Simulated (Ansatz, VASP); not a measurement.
One calculation of Mg, two programs

The input INCAR:

```
PREC = Accurate
ENCUT = 600
EDIFF = 1E-6
ISMEAR = 0
SIGMA = 0.1
LREAL = False
LASPH = True
NELM = 60
ALGO = Fast
ISIF = 3
LWAVE = False
LCHARG = False
GGA = PS
IBRION = 2
NSW = 80
EDIFFG = -0.01
```

KPOINTS

```
regular mesh
0
Gamma
  18 18 4
```

File POSCAR:

```
Mg
1.0
    3.1925169082      0.0000000000      0.0000000000
   -1.5962584541      2.7648007445      0.0000000000
    0.0000000000      0.0000000000     10.2257633768
Mg
4
Direct
    0.0000000000      0.0000000000      0.0000000000
    0.3333333333      0.6666666667      0.2500000000
    0.0000000000      0.0000000000      0.5000000000
    0.6666666667      0.3333333333      0.7500000000
```

Input for Ansatz:

```yaml
crystal:
  lattice:
    - [3.1925169082, 0.0, 0.0]
    - [-1.5962584541, 2.7648007445, 0.0]
    - [0.0, 0.0, 10.2257633768]
  atoms:
    - { symbol: Mg, position: [0.0, 0.0, 0.0] }
    - { symbol: Mg, position: [0.3333333333, 0.6666666667, 0.25] }
    - { symbol: Mg, position: [0.0, 0.0, 0.5] }
    - { symbol: Mg, position: [0.6666666667, 0.3333333333, 0.75] }
basis:
  ecutwfc: 420
kpoints:
  mp_grid: { grid: [18, 18, 4] }
hamiltonian:
  xc: pbesol
scf:
  occupations: { method: gaussian, width: 0.1 }
output:
  forces: true
  stress: true
  eigenvalues: true
  write_density: true
  write_potential: true
  elf: true
  volumetric_format: npy
relax:
  adjacent_minimum: "off"
  f_tol: 0.01
  max_steps: 60
  cell: { stress_tol: 0.1 }
```

Alike in both runs: task relaxation of cell and atoms; functional PBEsol; k mesh 18 × 18 × 4; occupations gaussian, width 0.1 eV; no spin polarisation.

```csv
,VASP,Ansatz
version,VASP 6.6.1,Ansatz 0.2.0
potentials or method,"VASP PAW PBE potentials, release 64 (Mg), cutoff 600 eV","scalar-relativistic, plane waves, PAW"
valence electrons in the cell,8,40
```

Ansatz gave:

- gap on the k mesh at the Fermi level, each at its own relaxed structure (eV): none
- relaxed volume (Å³/atom): 22.58
- relaxed cell length with the largest relative difference (Å): 10.241

Question: Which values does VASP return?

Answer: gap on the k mesh at the Fermi level, each at its own relaxed structure (eV): none; relaxed volume (Å³/atom): 22.55; relaxed cell length with the largest relative difference (Å): 10.232.

VASP's potentials were made for PBE, not for PBEsol. A gap of «none» marks a metal or a gap that the smearing closes. VASP's potentials hold 8 valence electrons a cell and Ansatz's 40, so a difference there can come from the potentials and not from the codes.
